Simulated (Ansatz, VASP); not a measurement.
# One calculation of Co, two programs

Contents of INCAR:

```
SYSTEM = Co
PREC = Accurate
ENCUT = 520
EDIFF = 1E-6
ISMEAR = -1
SIGMA = 0.05
LREAL = .False.
LASPH = .True.
NELM = 150
ALGO = Normal
ISIF = 2
LWAVE = .False.
LCHARG = .False.
ISPIN = 2
MAGMOM = -1.79 -1.79
LORBIT = 11
LMAXMIX = 4
GGA = RP
NBANDS = 20
```

Contents of KPOINTS:

```
regular mesh
0
Gamma
  12 12 12
  0 0 0
```

File POSCAR:

```
Co
1.0
    0.0000000000      2.5695412674      2.5695412674
    2.5695412674      0.0000000000      2.5695412674
    2.5695412674      2.5695412674      0.0000000000
Co
2
Direct
    0.1250000000      0.1250000000      0.1250000000
    0.8750000000      0.8750000000      0.8750000000
```

Input for Ansatz:

```yaml
crystal:
  lattice:
    - [0.0, 2.5695412674, 2.5695412674]
    - [2.5695412674, 0.0, 2.5695412674]
    - [2.5695412674, 2.5695412674, 0.0]
  atoms:
    - { symbol: Co, position: [0.125, 0.125, 0.125], spin: -1.79 }
    - { symbol: Co, position: [0.875, 0.875, 0.875], spin: -1.79 }
hamiltonian:
  xc: rpbe
  pseudopotentials:
    kind: paw
    azcp:
      Co: "pseudopotentials/Co.paw.azcp"
basis:
  ecutwfc: 420
  fft_grid_basis: typed
kpoints:
  mp_grid: { grid: [12, 12, 12], shift: [0, 0, 0] }
magnetization:
  spin_polarized: true
scf:
  occupations: { method: fermi_dirac, width: 0.05 }
  lower_state_search: "off"
output:
  stress: true
```

Alike in both runs: task single point; functional RPBE; k mesh 12 × 12 × 12; occupations fermi-dirac, width 0.05 eV; collinear spin.

|  | VASP | Ansatz |
| --- | --- | --- |
| version | VASP 6.6.1 | Ansatz 0.2.0 |
| potentials or method | VASP PAW PBE potentials, release 64 (Co), cutoff 520 eV | plane waves (420 eV) with PAW, scalar-relativistic |
| valence electrons in the cell | 18 | 34 |

|  | VASP | Ansatz | Ansatz less VASP |
| --- | --- | --- | --- |
| pressure (GPa) | -0.6 | -0.1 | +0.46 |
| net moment per atom (μB) | 1.74 | 1.75 | +0.006 |
| size of the moment on the site where the two differ most (μB) | 1.75 | 1.78 | +0.036 |

VASP's potentials were made for PBE, not for RPBE. Site moments also hang on the region over which each program counts them. With one functional, cell and mesh, what is left measures potentials, basis and numerics. VASP's potentials hold 18 valence electrons a cell and Ansatz's 34, so a difference there can come from the potentials and not from the codes.
